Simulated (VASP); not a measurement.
# Be (P6_3/mmc) in VASP: a series of runs

Runs on Be. Level: PBE. Tasks: single point.

All numbers are computed with VASP 6.6.1; they aren't measurements. Logs are shortened: lines on timing, memory, paths and dates and some standing lists are left out, and cuts for length are marked.

### Step 1. The cell of the first run

It takes space group P6_3/mmc (No. 194, hexagonal). Conventional cell: a = 2.266 Å, b = 2.266 Å, c = 3.559 Å, α = 90.00°, β = 90.00°, γ = 120.00°. Be (site symmetry -6m2) has 12 Be at 2.21 to 2.27 Å within 2.9 Å.

### Step 2. Single point, PBE

INCAR reads:

```
  PREC = Accurate
  ENCUT = 520
  EDIFF = 1E-7
  ISMEAR = -1
  SIGMA = 0.1
  LREAL = False
  LASPH = True
  NELM = 100
  ALGO = Normal
  ISIF = 2
  LWAVE = False
  LCHARG = False
  GGA = PE
  NBANDS = 9
```

KPOINTS reads:

```
Automatic mesh
0
Gamma
  13 13 7
```

POSCAR reads:

```
Be
1.0
    2.2656737714      0.0000000000      0.0000000000
   -1.1328368857      1.9621310427      0.0000000000
    0.0000000000      0.0000000000      3.5587036811
Be
2
Direct
    0.3333333333      0.6666666667      0.2500000000
    0.6666666667      0.3333333333      0.7500000000
```

Potentials or basis: VASP PAW PBE potentials, release 64 (Be).

On the command line:

```
$ cat potpaw_PBE.64/Be/POTCAR > POTCAR
$ mpirun -np 1 vasp_std > vasp.out
```

OUTCAR:

```text
PREC = Accurate
   ENCUT = 520
   EDIFF = 1E-7
   ISMEAR = -1
   LREAL = False
   LASPH = True
   NELM = 100
   ISIF = 2
   GGA = PE

 ion  position               nearest neighbor table
   1  0.333  0.667  0.250-   2 2.21   2 2.21   2 2.21   2 2.21   2 2.21   2 2.21
   2  0.667  0.333  0.750-   1 2.21   1 2.21   1 2.21   1 2.21   1 2.21   1 2.21

  LATTYP: Found a hexagonal cell.
 ALAT       =     2.2656737714
 C/A-ratio  =     1.5707043644

  Lattice vectors:

 A1 = (   2.2656737714,   0.0000000000,   0.0000000000)
 A2 = (  -1.1328368857,   1.9621310427,   0.0000000000)
 A3 = (   0.0000000000,   0.0000000000,   3.5587036811)

Analysis of symmetry for initial positions (statically):
=====================================================================
 Subroutine PRICEL returns:
 Original cell was already a primitive cell.

 Routine SETGRP: Setting up the symmetry group for a
 hexagonal supercell.

 Subroutine GETGRP returns: Found 24 space group operations
 (whereof 12 operations were pure point group operations)
 out of a pool of 24 trial point group operations.

The static configuration has the point symmetry D_3d.
 The point group associated with its full space group is D_6h.

Analysis of symmetry for dynamics (positions and initial velocities):
=====================================================================
 Subroutine PRICEL returns:
 Original cell was already a primitive cell.

 Routine SETGRP: Setting up the symmetry group for a
 hexagonal supercell.

 Subroutine GETGRP returns: Found 24 space group operations
 (whereof 12 operations were pure point group operations)
 out of a pool of 24 trial point group operations.

The dynamic configuration has the point symmetry D_3d.
 The point group associated with its full space group is D_6h.

 Subroutine INISYM returns: Found 24 space group operations
 (whereof 12 operations are pure point group operations),
 and found     1 'primitive' translations

----------------------------------------------------------------------------------------

                                     Primitive cell

  volume of cell :      15.8204

  direct lattice vectors                    reciprocal lattice vectors
     2.265673771  0.000000000  0.000000000     0.441369809  0.254824978  0.000000000
    -1.132836886  1.962131043  0.000000000     0.000000000  0.509649956  0.000000000
     0.000000000  0.000000000  3.558703681     0.000000000  0.000000000  0.281001199

  length of vectors
     2.265673771  2.265673771  3.558703681     0.509649956  0.509649956  0.281001199

  position of ions in fractional coordinates (direct lattice)
     0.333333333  0.666666667  0.250000000
     0.666666667  0.333333333  0.750000000

  ion indices of the primitive-cell ions
   primitive index   ion index
                 1           1
                 2           2

----------------------------------------------------------------------------------------

 KPOINTS: Automatic mesh

Automatic generation of k-mesh.
 Grid dimensions read from file:
 generate k-points for:   13   13    7

 Generating k-lattice:

  Cartesian coordinates                     Fractional coordinates (reciprocal lattice)
     0.033951524  0.019601921  0.000000000     0.076923077  0.000000000  0.000000000
     0.000000000  0.039203843  0.000000000     0.000000000  0.076923077  0.000000000
     0.000000000  0.000000000  0.040143028     0.000000000  0.000000000  0.142857143

  Length of vectors
     0.039203843  0.039203843  0.040143028

  Shift w.r.t. Gamma in fractional coordinates (k-lattice)
     0.000000000  0.000000000  0.000000000

 Subroutine IBZKPT returns following result:
 ===========================================

 Found     84 irreducible k-points:

 Following reciprocal coordinates:
            Coordinates               Weight
  0.000000  0.000000  0.000000      1.000000
  0.076923  0.000000  0.000000      6.000000
  0.153846  0.000000  0.000000      6.000000
  0.230769  0.000000  0.000000      6.000000
  0.307692  0.000000  0.000000      6.000000
  0.384615  0.000000  0.000000      6.000000
[... 16 lines left out ...]
  0.076923  0.000000  0.142857     12.000000
  0.153846  0.000000  0.142857     12.000000
 [... further k-points ...]
   k-points           NKPTS =     84   k-points in BZ     NKDIM =     84   number of bands    NBANDS=      9
   number of dos      NEDOS =    301   number of ions     NIONS =      2
   total plane-waves  NPLWV =   9072
   dimension x,y,z NGX =    18 NGY =   18 NGZ =   28
   dimension x,y,z NGXF=    36 NGYF=   36 NGZF=   56
   ions per type =               2
   NGX,Y,Z   is equivalent  to a cutoff of  13.21, 13.21, 13.08 a.u.
   NGXF,Y,Z  is equivalent  to a cutoff of  26.42, 26.42, 26.16 a.u.
 SYSTEM =  unknown system
   PREC   = accura    normal or accurate (medium, high low for compatibility)
   ISTART =      0    job   : 0-new  1-cont  2-samecut
   ICHARG =      2    charge: 1-file 2-atom 10-const
   ISPIN  =      1    spin polarized calculation?
   LNONCOLLINEAR =      F non collinear calculations
   LSORBIT =      F    spin-orbit coupling
   LASPH  =      T    aspherical Exc in radial PAW
   ENCUT  =  520.0 eV  38.22 Ry    6.18 a.u.   4.21  4.21  6.62*2*pi/ulx,y,z
   NELM   =    100;   NELMIN=  2; NELMDL= -5     # of ELM steps
   EDIFF  = 0.1E-06   stopping-criterion for ELM
   LREAL  =      F    real-space projection
   EDIFFG = 0.1E-05   stopping-criterion for IOM
   NSW    =      0    number of steps for IOM
   IBRION =     -1    ionic relax: 0-MD 1-quasi-New 2-CG
   NFREE  =      0    steps in history (QN), initial steepest desc. (CG)
   ISIF   =      2    stress and relaxation
   ISYM   =      2    0-nonsym 1-usesym 2-fastsym
   POTIM  = 0.5000    time-step for ionic-motion
   TEBEG  =    0.0;   TEEND  =   0.0 temperature during run
   PSTRESS=    0.0 pullay stress
   NELECT =       4.0000    total number of electrons
   NUPDOWN=      -1.0000    fix difference up-down
   EMIN   =  10.00;   EMAX   =-10.00  energy-range for DOS
   EFERMI =   0.00;   METHOD = LEGACY
   ISMEAR =    -1;   SIGMA  =   0.10  broadening in eV -4-tet -1-fermi 0-gaus
   EFERMI_NEDOS =   21; number of points for ismear=-14 and -15
   IALGO  =     38    algorithm
   IMIX   =      4    mixing-type and parameters
     AMIX     =   0.40;   BMIX     =  1.00
     AMIX_MAG =   1.60;   BMIX_MAG =  1.00
  volume/ion in A,a.u.               =       7.91        53.38
  Fermi-wavevector in a.u.,A,eV,Ry     =   1.035196  1.956236 14.580411  1.071630
  Thomas-Fermi vector in A             =   2.169527
   LORBIT       =      0    0 simple, 1 ext, 2 COOP (PROOUT), +10 PAW based schemes
   GGA     = PE    functional components
   LHFCALC =     F    Hartree Fock is set to
   AEXX    =    0.0000 exact exchange contribution
   IVDW    =     0    specifies the selected vdW correction
   LEPSILON=     F    determine dielectric tensor
   LRPA    =     F    only Hartree local field effects (RPA)
 non-spin polarized calculation
  energy-cutoff  :      520.00
  volume of cell :       15.82
 maximum number of plane-waves:       439
 NGX is ok and might be reduce to    18
   NGX =  9   NGY =  9   NGZ = 13

 number of electron       4.0000000 magnetization

 Free energy of the ion-electron system (eV)
  ---------------------------------------------------
  ext. energy  EPLUGINS =         0.00000000
  ---------------------------------------------------
  free energy    TOTEN  =        -7.53279040 eV

  energy without entropy =       -7.52796531  energy(sigma->0) =       -7.53037786

 E-fermi :   6.9016     XC(G=0): -10.6038

 val. band max:        6.7825126458   @ k =   0.2308   0.1538   0.0000
 cond. band min:       6.9407535995   @ k =   0.3077   0.1538   0.0000
 fundamental gap:      0.1582409538
 Fermi energy:         6.9016236925

 k-point     1 :       0.0000    0.0000    0.0000
  band No.  band energies     occupation
      1      -4.3276      2.00000
      2       2.6048      2.00000
      3       8.1741      0.00001
      4      22.9599      0.00000
      5      22.9599      0.00000
      6      25.8197      0.00000
      7      25.8197      0.00000
      8      27.9895      0.00000
      9      34.0857      0.00000

 k-point     2 :       0.0769    0.0000    0.0000
  band No.  band energies     occupation
      1      -4.1577      2.00000
      2       2.8273      2.00000
      3       8.2235      0.00000
      4      21.6171      0.00000
      5      22.0009      0.00000
      6      25.8251      0.00000
      7      26.2765      0.00000
      8      27.6498      0.00000
      9      31.8346      0.00000

 k-point     3 :       0.1538    0.0000    0.0000
  band No.  band energies     occupation
      1      -3.6475      2.00000
      2       3.4933      2.00000
      3       8.3455      0.00000
      4      18.7413      0.00000
      5      20.3732      0.00000
      6      25.5996      0.00000
      7      26.3459      0.00000
      8      26.3502      0.00000
      9      28.8129      0.00000

 k-point     4 :       0.2308    0.0000    0.0000
  band No.  band energies     occupation
      1      -2.7969      2.00000
      2       4.5980      2.00000
      3       8.4007      0.00000
      4      15.7554      0.00000
      5      18.8668      0.00000
      6      23.7253      0.00000
      7      24.1565      0.00000
      8      25.7404      0.00000
      9      26.9702      0.00000
[... 205 lines left out ...]
 k-point    22 :       0.0000    0.0000    0.1429
  band No.  band energies     occupation
      1      -4.1500      2.00000
      2       1.6736      2.00000
      3       9.5187      0.00000
      4      23.1209      0.00000
      5      23.1209      0.00000
      6      25.7598      0.00000
      7      25.7598      0.00000
      8      26.6900      0.00000
      9      34.7647      0.00000

 k-point    23 :       0.0769    0.0000    0.1429
  band No.  band energies     occupation
      1      -3.9799      2.00000
      2       1.8742      2.00000
      3       9.5875      0.00000
      4      21.7883      0.00000
      5      22.1824      0.00000
      6      25.5648      0.00000
      7      26.0707      0.00000
      8      26.6360      0.00000
      9      31.7385      0.00000

 k-point    24 :       0.1538    0.0000    0.1429
  band No.  band energies     occupation
      1      -3.4693      2.00000
      2       2.4695      2.00000
      3       9.7692      0.00000
      4      18.9087      0.00000
      5      20.5741      0.00000
      6      24.8711      0.00000
      7      25.7049      0.00000
      8      25.8756      0.00000
      9      29.0976      0.00000

 [... further k-points ...]

------------------------ aborting loop because EDIFF is reached ----------------------------------------

  FORCE on cell =-STRESS in cart. coord.  units (eV):
  Direction    XX          YY          ZZ          XY          YZ          ZX
  --------------------------------------------------------------------------------------
  -------------------------------------------------------------------------------------
  Total        0.0771688      0.0771688     -0.0908610      0.0000000     -0.0000000      0.0000000
  in kB        7.8151098      7.8151098     -9.2017567      0.0000000     -0.0000000      0.0000000
  external PRESSURE =       2.1428209 kB  Pullay stress =       0.0000000 kB

 VOLUME and BASIS-vectors are now :
 -----------------------------------------------------------------------------
  energy-cutoff  :      520.00
  volume of cell :       15.82
      direct lattice vectors                 reciprocal lattice vectors
     2.265673771  0.000000000  0.000000000     0.441369809  0.254824978  0.000000000
    -1.132836886  1.962131043  0.000000000     0.000000000  0.509649956  0.000000000
     0.000000000  0.000000000  3.558703681     0.000000000  0.000000000  0.281001199

 POSITION                                       TOTAL-FORCE (eV/Angst)
 -----------------------------------------------------------------------------------
     -0.00000      1.30809      0.88968         0.000000     -0.000000      0.000000
      1.13284      0.65404      2.66903        -0.000000      0.000000      0.000000
 -----------------------------------------------------------------------------------
    total drift:                                0.000000     -0.000000      0.000000

  FREE ENERGIE OF THE ION-ELECTRON SYSTEM (eV)
  ---------------------------------------------------
  free  energy   TOTEN  =        -7.5327904004 eV

  energy  without entropy=       -7.5279653124  energy(sigma->0) =       -7.53037786
```

Wall time 6.9 s (1 thread of Intel Xeon Platinum 8488C (Sapphire Rapids), shared host); peak memory 0.12 GiB.

What came out:

| Property | Result |
| --- | --- |
| Free energy | -7.5328 eV |
| Pressure | 0.2 GPa |
| Band gap on the k mesh | zero (band 2 reaches 8.12 eV, above the bottom of band 3 at 6.47 eV) |

### Step 3. Single point, PBE

INCAR reads:

```
SYSTEM = Be
PREC = Accurate ; ENCUT = 520
EDIFF = 1E-7 ; ISMEAR = -1
SIGMA = 0.1 ; LREAL = .False.
LASPH = .True. ; NELM = 100
ALGO = Normal ; ISIF = 2
LWAVE = .False. ; LCHARG = .False.
GGA = PE ; NBANDS = 9
```

KPOINTS reads:

```
Automatic mesh
0
Gamma
  16 16 9
  0 0 0
```

POSCAR is that of step 2.

Potentials or basis: VASP PAW PBE potentials, release 64 (Be).

On the command line:

```
$ cat potpaw_PBE.64/Be/POTCAR > POTCAR
$ mpirun -np 1 vasp_std > vasp.out
```

It took 11 s on 1 thread of Intel Xeon Platinum 8488C (Sapphire Rapids), shared host; peak memory 0.13 GiB.

The run converged. Its results:

| Item | Value |
| --- | --- |
| Free energy | -7.5401 eV |
| Pressure | 0.1 GPa |
| Band gap on the k mesh | zero (band 2 reaches 7.95 eV, above the bottom of band 3 at 6.35 eV) |

Levels at points of the mesh, in eV from the Fermi level:
| k point | band 1 | band 2 | band 3 | band 4 | band 5 |
| --- | --- | --- | --- | --- | --- |
| (0.00, 0.00, 0.00) | -11.31 | -4.37 | 1.19 | 15.98 | 15.98 |
| (0.50, 0.00, 0.00) | -4.97 | -3.10 | 3.68 | 6.54 | 6.82 |

### Step 4. Single point, PBE

INCAR reads:

```
PREC     = Accurate       # precision mode
ENCUT    = 520            # plane-wave cutoff, eV
EDIFF    = 1E-6           # SCF threshold, eV
ISMEAR   = -1             # smearing method
SIGMA    = 0.1            # smearing width, eV
LREAL    = F              # projectors in reciprocal space
LASPH    = T              # aspherical terms in the spheres
NELM     = 100            # most SCF steps
ALGO     = Normal         # electronic algorithm
ISIF     = 2              # what is computed and relaxed
LWAVE    = F              # write WAVECAR
LCHARG   = F              # write CHGCAR
GGA      = PE             # functional
NBANDS   = 9              # bands
```

KPOINTS reads:

```
Automatic mesh
0
Gamma
  16 16 9
```

POSCAR is that of step 3.

Potentials or basis: VASP PAW PBE potentials, release 64 (Be).

On the command line:

```
$ cat potpaw_PBE.64/Be/POTCAR > POTCAR
$ mpirun -np 1 vasp_std > vasp.out
```

OUTCAR:

```text
PREC = Accurate
   ENCUT = 520
   EDIFF = 1E-6
   ISMEAR = -1
   LREAL = F
   LASPH = T
   NELM = 100
   ISIF = 2
   GGA = PE

 ion  position               nearest neighbor table
   1  0.333  0.667  0.250-   2 2.21   2 2.21   2 2.21   2 2.21   2 2.21   2 2.21
   2  0.667  0.333  0.750-   1 2.21   1 2.21   1 2.21   1 2.21   1 2.21   1 2.21

  LATTYP: Found a hexagonal cell.
 ALAT       =     2.2656737714
 C/A-ratio  =     1.5707043644

  Lattice vectors:

[... 476 lines left out ...]

------------------------ aborting loop because EDIFF is reached ----------------------------------------

  FORCE on cell =-STRESS in cart. coord.  units (eV):
  Direction    XX          YY          ZZ          XY          YZ          ZX
  --------------------------------------------------------------------------------------
  -------------------------------------------------------------------------------------
  Total        0.0132366      0.0132366      0.0172335      0.0000000      0.0000000      0.0000000
  in kB        1.3405118      1.3405118      1.7452856      0.0000000      0.0000000      0.0000000
  external PRESSURE =       1.4754364 kB  Pullay stress =       0.0000000 kB

 VOLUME and BASIS-vectors are now :
 -----------------------------------------------------------------------------
  energy-cutoff  :      520.00
  volume of cell :       15.82
      direct lattice vectors                 reciprocal lattice vectors
     2.265673771  0.000000000  0.000000000     0.441369809  0.254824978  0.000000000
    -1.132836886  1.962131043  0.000000000     0.000000000  0.509649956  0.000000000
     0.000000000  0.000000000  3.558703681     0.000000000  0.000000000  0.281001199

 POSITION                                       TOTAL-FORCE (eV/Angst)
 -----------------------------------------------------------------------------------
     -0.00000      1.30809      0.88968        -0.000000      0.000000      0.000000
      1.13284      0.65404      2.66903         0.000000     -0.000000      0.000000
 -----------------------------------------------------------------------------------
    total drift:                                0.000000     -0.000000      0.000000

  FREE ENERGIE OF THE ION-ELECTRON SYSTEM (eV)
  ---------------------------------------------------
  free  energy   TOTEN  =        -7.5400948843 eV

  energy  without entropy=       -7.5369919974  energy(sigma->0) =       -7.53854344
```

Run time: 10 s. Hardware: 1 thread of Intel Xeon Platinum 8488C (Sapphire Rapids), shared host; peak memory 0.13 GiB.

Results:

```yaml
Free_energy: -7.5401 eV
Pressure: 0.1 GPa
Band_gap_on_the_k_mesh: zero (band 2 reaches 7.95 eV, above the bottom of band 3 at 6.35 eV)
```

### Step 5. Single point, PBE

INCAR reads:

```
ALGO = Normal
EDIFF = 1E-7
ENCUT = 520
GGA = PE
ISIF = 2
ISMEAR = -1
LASPH = True
LCHARG = False
LREAL = False
LWAVE = False
NBANDS = 9
NELM = 60
PREC = Accurate
SIGMA = 0.01
```

KPOINTS reads:

```
k-points
0
Gamma
  16 16 9
```

POSCAR is that of step 4.

On the command line:

```
$ cat potpaw_PBE.64/Be/POTCAR > POTCAR
$ mpirun -np 1 vasp_std > vasp.out
```

Run time: 10 s. Hardware: 1 thread of Intel Xeon Platinum 8488C (Sapphire Rapids), shared host; peak memory 0.13 GiB.

Results (log left out):

```yaml
Free_energy: -7.5384 eV
Pressure: 0.2 GPa
Band_gap_on_the_k_mesh: zero (band 2 reaches 7.95 eV, above the bottom of band 3 at 6.35 eV)
```

Stress tensor (GPa, compression positive):
```
 0.26  0.00  0.00
 0.00  0.26  0.00
 0.00  0.00 -0.06
```

Levels at points of the mesh, in eV from the Fermi level:
```
           k point  band 1  band 2  band 3  band 4  band 5
(0.00, 0.00, 0.00)  -11.33   -4.40    1.17   15.95   15.95
(0.50, 0.00, 0.00)   -5.00   -3.13    3.65    6.52    6.80
```

### Step 6. Summary

| k mesh | smearing | gap on the mesh (eV) | pressure (GPa) |
| --- | --- | --- | --- |
| 13 × 13 × 7 | fermi-dirac 0.1 eV | none | 0.2 |
| 16 × 16 × 9 | fermi-dirac 0.1 eV | none | 0.1 |
| 16 × 16 × 9 | fermi-dirac 0.01 eV | none | 0.2 |

Alike in all rows: task single point; level PBE; potentials or basis VASP PAW PBE potentials, release 64 (Be); no spin polarisation; cell as given; cutoff (eV) 520.

Every run on the cell as given and a fine mesh finds a metal.

Absolute energies hang on the potentials; compare differences alone.
